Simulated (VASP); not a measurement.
Set up this calculation in VASP 6.6.1, as the native input.

| Quantity | Value |
| --- | --- |
| Task | single point |
| Functional | PBE |
| Potentials or basis | VASP PAW PBE potentials, release 64 (Fe, Co, C, N) |
| Cutoff | 520 eV |
| k mesh | 4 × 4 × 4 |
| Occupations | gaussian, width 0.1 eV |
| Spin | collinear spin, ferromagnetic start |
| Starting moments | [4.0, 3.0, 0.0, 0.0, 0.0, 0.0, 0.0, 0.0, 0.0, 0.0] μB |
| Dipole correction | no |
| Further INCAR settings | ALGO = Normal; EDIFF = 1e-06; NBANDS = 42 |

The structure of FeCoC4N4 lies in POSCAR:

```
FeCoC4N4
1.0
    5.9086026500      0.0000000000      0.0000000000
    0.0000000000      5.9086026500      0.0000000000
    0.0000000000      0.0000000000      5.9086026500
Fe Co C N
1 1 4 4
Direct
    0.5000000000      0.5000000000      0.5000000000
    0.0000000000      0.0000000000      0.0000000000
    0.1873167900      0.1873167900      0.1873167900
    0.1873167900      0.8126832100      0.8126832100
    0.8126832100      0.1873167900      0.8126832100
    0.8126832100      0.8126832100      0.1873167900
    0.3016415900      0.3016415900      0.3016415900
    0.3016415900      0.6983584100      0.6983584100
    0.6983584100      0.3016415900      0.6983584100
    0.6983584100      0.6983584100      0.3016415900
```

One way to write it, as run:

INCAR

```
  PREC = Accurate
  ENCUT = 520
  EDIFF = 1E-6
  ISMEAR = 0
  SIGMA = 0.1
  LREAL = False
  LASPH = True
  NELM = 150
  ALGO = Normal
  ISIF = 2
  LWAVE = False
  LCHARG = True
  ISPIN = 2
  MAGMOM = 4 3 0 0 0 0 0 0 0 0
  LORBIT = 11
  LMAXMIX = 4
  GGA = PE
  LELF = True
  LVHAR = True
  NBANDS = 42
```

KPOINTS

```
regular mesh
0
Gamma
  4 4 4
```

Potentials or basis: VASP PAW PBE potentials, release 64 (Fe, Co, C, N).

The run is started by

```sh
$ cat potpaw_PBE.64/Fe/POTCAR potpaw_PBE.64/Co/POTCAR potpaw_PBE.64/C/POTCAR potpaw_PBE.64/N/POTCAR > POTCAR
$ mpirun -np 1 vasp_std > vasp.out
```

It gave:

```yaml
Pressure: -0.9 GPa
Largest_force: 1.268 eV/Å
Net_moment: 1.04 μB per cell
Site_moments: Fe +3.44; Co -2.10; C +0.00; N -0.04 μB
Valence_electrons_inside_the_program's_atomic_spheres: Fe 6.74; Co 8.31; C 2.58; N 3.89
```

Caveat: only a ferromagnetic start was run, and an antiferromagnetic order may lie lower in energy; forces of over 1 eV/Å act on the atoms, so gaps and moduli don't describe the material at rest.

Run time: 13 min on 1 thread of Intel(R) Xeon(R) Platinum 8259CL CPU @ 2.50GHz (Skylake/Cascade Lake), on a shared host, peak memory 0.51 GiB.
